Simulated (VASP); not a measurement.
A run of VASP 6.6.1:

The input INCAR:

```
SYSTEM = Si2Mo
  PREC = Accurate
  ENCUT = 520
  EDIFF = 1E-6
  ISMEAR = 0
  SIGMA = 0.15
  LREAL = .FALSE.
  LASPH = .TRUE.
  NELM = 100
  ALGO = Normal
  ISIF = 2
  LWAVE = .FALSE.
  LCHARG = .FALSE.
  GGA = PE
  NBANDS = 18
```

KPOINTS

```
Automatic mesh
0
G
  22 22 22
  0 0 0
```

Contents of POSCAR:

```
Si2Mo
1.0
   -1.5135846340      1.5135846340      4.4452772920
    1.5135846340     -1.5135846340      4.4452772920
    1.5135846340      1.5135846340     -4.4452772920
Si Mo
2 1
Direct
    0.3350991396      0.3350991396      0.0000000000
    0.6649008604      0.6649008604      0.0000000000
    0.0000000000      0.0000000000      0.0000000000
```

Potentials or basis: VASP PAW PBE potentials, release 64 (Si, Mo_sv).

Command:

```console
$ cat potpaw_PBE.64/Si/POTCAR potpaw_PBE.64/Mo_sv/POTCAR > POTCAR
$ mpirun -np 1 vasp_std > vasp.out
```

Hardware: 1 thread of AMD EPYC 9R45 96-Core Processor (Zen 5), with other jobs on the host.

Question: Estimate the wall time of this run.

Answer: Run time: 11 min on 1 thread of AMD EPYC 9R45 96-Core Processor (Zen 5), on a shared host, peak memory 0.67 GiB. Counts: scf iterations 13, k points 834.
